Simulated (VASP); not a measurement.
# RuBr2 (C2/m) in VASP: single point with r2SCAN+U

Aim: the single point of RuBr2 with r2SCAN+U.

Program: VASP 6.6.1. These are calculated values, not measurements. Logs are shortened: lines on timing, memory, paths and dates and some standing lists are left out, and cuts for length are marked.

**1. The cell of the first run**

It takes space group C2/m (No. 12, monoclinic). Conventional cell: a = 6.649 Å, b = 4.076 Å, c = 4.688 Å, α = 90.00°, β = 90.04°, γ = 90.00°. Ru (site symmetry 2/m) has 6 Br at 2.48 to 2.75 Å within 3.3 Å. Br (site symmetry m) has 3 Ru at 2.48 to 2.75 Å and 3 Br at 2.96 to 3.19 Å within 3.3 Å.

**2. Single point, r2SCAN+U, collinear spin, ferromagnetic start**

Input file POSCAR:

```
RuBr2
1.0
    3.3242801000     -2.0378498300      0.0000000000
    3.3242801000      2.0378498300      0.0000000000
   -0.0032727900      0.0000000000      4.6879320400
Ru Br
1 2
Direct
    0.0000000000      0.0000000000      0.0000000000
    0.6879000000      0.6879000000      0.2889000000
    0.3121000000      0.3121000000      0.7111000000
```

Input file INCAR.step1:

```
PREC = Accurate
ENCUT = 520
ISMEAR = 0
SIGMA = 0.05
LREAL = False
LASPH = True
NELM = 150
ISPIN = 2
MAGMOM = 4 0 0
LMAXMIX = 4
LDAU = True
LDAUTYPE = 1
LDAUL = 2 -1
LDAUU = 2 0
LDAUJ = 0.5 0
NBANDS = 25
GGA = PE
ALGO = Normal
EDIFF = 1E-4
LWAVE = True
LCHARG = False
```

Input file INCAR.step2:

```
PREC = Accurate
ENCUT = 520
EDIFF = 1E-6
ISMEAR = 0
SIGMA = 0.05
LREAL = False
LASPH = True
NELM = 150
ALGO = Normal
ISIF = 2
LWAVE = False
LCHARG = False
ISPIN = 2
MAGMOM = 4 0 0
LORBIT = 11
LMAXMIX = 4
LDAU = True
LDAUTYPE = 1
LDAUL = 2 -1
LDAUU = 2 0
LDAUJ = 0.5 0
LDAUPRINT = 1
METAGGA = R2SCAN
LMIXTAU = True
NBANDS = 25
ISTART = 1
```

Input file KPOINTS:

```
regular mesh
0
Gamma
  6 6 4
```

Potentials or basis: VASP PAW PBE potentials, release 64 (Ru_pv, Br).

Launch:

```bash
$ cat potpaw_PBE.64/Ru_pv/POTCAR potpaw_PBE.64/Br/POTCAR > POTCAR
$ cp INCAR.step1 INCAR
$ mpirun -np 1 vasp_std > vasp.out
$ cp INCAR.step2 INCAR
$ mpirun -np 1 vasp_std > vasp.out
```

OUTCAR:

```text
PREC = Accurate
   ENCUT = 520
   EDIFF = 1E-6
   ISMEAR = 0
   LREAL = False
   LASPH = True
   NELM = 150
   ISIF = 2
   ISPIN = 2
   LORBIT = 11
   METAGGA = R2SCAN
   ISTART = 1

 ion  position               nearest neighbor table
   1  0.000  0.000  0.000-   2 2.48   3 2.48   2 2.75   2 2.75   3 2.75   3 2.75
   2  0.688  0.688  0.289-   1 2.48   1 2.75   1 2.75
   3  0.312  0.312  0.711-   1 2.48   1 2.75   1 2.75

  LATTYP: Found a base centered monoclinic cell.
 ALAT       =     6.6485602000
 B/A-ratio  =     0.6130198926
 C/A-ratio  =     0.7051050214
 COS(beta)  =    -0.0006981307

  Lattice vectors:

 A1 = (   3.3242801000,  -2.0378498300,   0.0000000000)
 A2 = (   3.3242801000,   2.0378498300,   0.0000000000)
 A3 = (  -0.0032727900,   0.0000000000,   4.6879320400)

Analysis of symmetry for initial positions (statically):
=====================================================================
 Subroutine PRICEL returns:
 Original cell was already a primitive cell.

 Routine SETGRP: Setting up the symmetry group for a
 base centered monoclinic supercell.

 Subroutine GETGRP returns: Found  4 space group operations
 (whereof  4 operations were pure point group operations)
 out of a pool of  4 trial point group operations.

The static configuration has the point symmetry C_2h.

Analysis of symmetry for dynamics (positions and initial velocities):
=====================================================================
 Subroutine PRICEL returns:
 Original cell was already a primitive cell.

 Routine SETGRP: Setting up the symmetry group for a
 base centered monoclinic supercell.

 Subroutine GETGRP returns: Found  4 space group operations
 (whereof  4 operations were pure point group operations)
 out of a pool of  4 trial point group operations.

The dynamic configuration has the point symmetry C_2h.

Analysis of structural, dynamic, and magnetic symmetry:
=====================================================================
 Subroutine PRICEL returns:
[... 179 lines left out ...]
  o =  0.4062  v =  0.0000  0.0000 -0.0639  0.8642 -0.4990  0.0000  0.0000  0.0000  0.0000  0.0000      0.0000  0.0000  0.0000  0.0000  0.0000  0.0000  0.0000  0.0000  0.0000  0.0000
  o =  0.8460  v =  0.0000  0.0000  0.0000  0.0000  0.0000 -0.6388  0.7694  0.0000  0.0000  0.0000      0.0000  0.0000  0.0000  0.0000  0.0000  0.0000  0.0000  0.0000  0.0000  0.0000
  o =  0.8468  v =  0.0000  0.0000  0.0000  0.0000  0.0000  0.0000  0.0000  0.1747 -0.7693 -0.6145      0.0000  0.0000  0.0000  0.0000  0.0000  0.0000  0.0000  0.0000  0.0000  0.0000
  o =  0.8516  v =  0.0000  0.0000  0.0506  0.5022  0.8633  0.0000  0.0000  0.0000  0.0000  0.0000      0.0000  0.0000  0.0000  0.0000  0.0000  0.0000  0.0000  0.0000  0.0000  0.0000
  o =  0.8621  v = -0.7324  0.6809  0.0000  0.0000  0.0000  0.0000  0.0000  0.0000  0.0000  0.0000      0.0000  0.0000  0.0000  0.0000  0.0000  0.0000  0.0000  0.0000  0.0000  0.0000
  o =  0.8821  v =  0.0000  0.0000 -0.9967 -0.0299  0.0758  0.0000  0.0000  0.0000  0.0000  0.0000      0.0000  0.0000  0.0000  0.0000  0.0000  0.0000  0.0000  0.0000  0.0000  0.0000
  o =  0.8971  v =  0.6809  0.7324  0.0000  0.0000  0.0000  0.0000  0.0000  0.0000  0.0000  0.0000      0.0000  0.0000  0.0000  0.0000  0.0000  0.0000  0.0000  0.0000  0.0000  0.0000

 number of electron      28.0000000 magnetization       2.0000067

 Free energy of the ion-electron system (eV)
  ---------------------------------------------------
  ext. energy  EPLUGINS =         0.00000000
  ---------------------------------------------------
  free energy    TOTEN  =       -50.17828075 eV

  energy without entropy =      -50.17758752  energy(sigma->0) =      -50.17793414

 E-fermi :   5.9749     XC(G=0): -11.0307

 val. band max:        5.9603720474   @ k =  -0.3333   0.3333   0.5000
 cond. band min:       6.0484634544   @ k =   0.3333   0.3333   0.5000
 fundamental gap:      0.0880914070
 Fermi energy:         5.9749403641

 spin component 1

 k-point     1 :       0.0000    0.0000    0.0000
  band No.  band energies     occupation
      1     -39.3041      1.00000
      2     -39.0234      1.00000
      3     -38.8230      1.00000
      4     -12.1411      1.00000
      5      -9.9198      1.00000
      6      -1.3287      1.00000
[... 1337 lines left out ...]
     24      17.9932      0.00000
     25      18.4125      0.00000

 [... further k-points ...]

------------------------ aborting loop because EDIFF is reached ----------------------------------------

  FORCE on cell =-STRESS in cart. coord.  units (eV):
  Direction    XX          YY          ZZ          XY          YZ          ZX
  --------------------------------------------------------------------------------------
  -------------------------------------------------------------------------------------
  Total        2.8730054      3.2643667      5.2063870      0.0000000      0.0000000     -0.3759106
  in kB       72.4712794     82.3433317    131.3306032      0.0000000      0.0000000     -9.4823078
  external PRESSURE =      95.3817381 kB  Pullay stress =       0.0000000 kB

 VOLUME and BASIS-vectors are now :
 -----------------------------------------------------------------------------
  energy-cutoff  :      520.00
  volume of cell :       63.52
      direct lattice vectors                 reciprocal lattice vectors
     3.324280100 -2.037849830  0.000000000     0.150408505 -0.245356646  0.000105005
     3.324280100  2.037849830  0.000000000     0.150408505  0.245356646  0.000105005
    -0.003272790  0.000000000  4.687932040     0.000000000  0.000000000  0.213313673

 POSITION                                       TOTAL-FORCE (eV/Angst)
 -----------------------------------------------------------------------------------
      0.00000      0.00000      0.00000        -0.000000      0.000000      0.000000
      4.57260      0.00000      1.35434        -0.904703      0.000000     -1.357832
      2.07269      0.00000      3.33359         0.904703      0.000000      1.357832
 -----------------------------------------------------------------------------------
    total drift:                                0.000000      0.000000      0.000000

  FREE ENERGIE OF THE ION-ELECTRON SYSTEM (eV)
  ---------------------------------------------------
  free  energy   TOTEN  =       -50.1782807526 eV

  energy  without entropy=      -50.1775875242  energy(sigma->0) =      -50.17793414

 total charge

# of ion       s       p       d       tot
------------------------------------------
    1        0.220   6.141   5.983  12.343
    2        1.623   3.263   0.052   4.939
    3        1.623   3.263   0.052   4.939
--------------------------------------------------
tot          3.467  12.666   6.087  22.220

 magnetization (x)

# of ion       s       p       d       tot
------------------------------------------
    1        0.018   0.014   1.768   1.800
    2        0.007   0.015   0.006   0.028
    3        0.007   0.015   0.006   0.028
--------------------------------------------------
tot          0.032   0.044   1.779   1.855
```

OUTCAR.step1:

```text
PREC = Accurate
   ENCUT = 520
   ISMEAR = 0
   LREAL = False
   LASPH = True
[... 1597 lines left out ...]
      0.00000      0.00000      0.00000         0.000000     -0.000000      0.000000
      4.57260      0.00000      1.35434        -0.852567      0.000000     -1.334726
      2.07269      0.00000      3.33359         0.852567      0.000000      1.334726
 -----------------------------------------------------------------------------------
    total drift:                                0.000000      0.000000      0.000000

  FREE ENERGIE OF THE ION-ELECTRON SYSTEM (eV)
  ---------------------------------------------------
  free  energy   TOTEN  =       -10.0013627038 eV

  energy  without entropy=      -10.0006478646  energy(sigma->0) =      -10.00100528
```

Run time: 11 min. Hardware: 1 thread of AMD EPYC 9R45 (Zen 5), shared host; peak memory 0.26 GiB.

What came out:

```
Free energy                                           : -50.1783 eV
Pressure                                              : 9.5 GPa
Largest force                                         : 1.632 eV/Å
Band gap on the k mesh                                : zero (filled and empty bands overlap)
Net moment                                            : 2.00 μB per cell
Site moments                                          : Ru +1.80; Br +0.03 μB
Valence electrons inside the program's atomic spheres : Ru 12.34; Br 4.94
```

Forces in eV/Å, atoms in the order of the input:
```
Ru   0.000  0.000  0.000
Br  -0.905  0.000 -1.358
Br   0.905  0.000  1.358
```

Eigenvalues of the final occupation matrices:
```
    site  spin  trace               eigenvalues
site 1 d     1   3.90  0.41 0.85 0.86 0.88 0.90
site 1 d     2   2.12  0.04 0.15 0.24 0.85 0.85
```

Caveat: the stress differs along the axes, from 7 to 13 GPa; the PAW data sets were made with another functional, which shifts forces and pressure a little.

The gap in the log of VASP goes by the Fermi energy; the results here count the filled bands.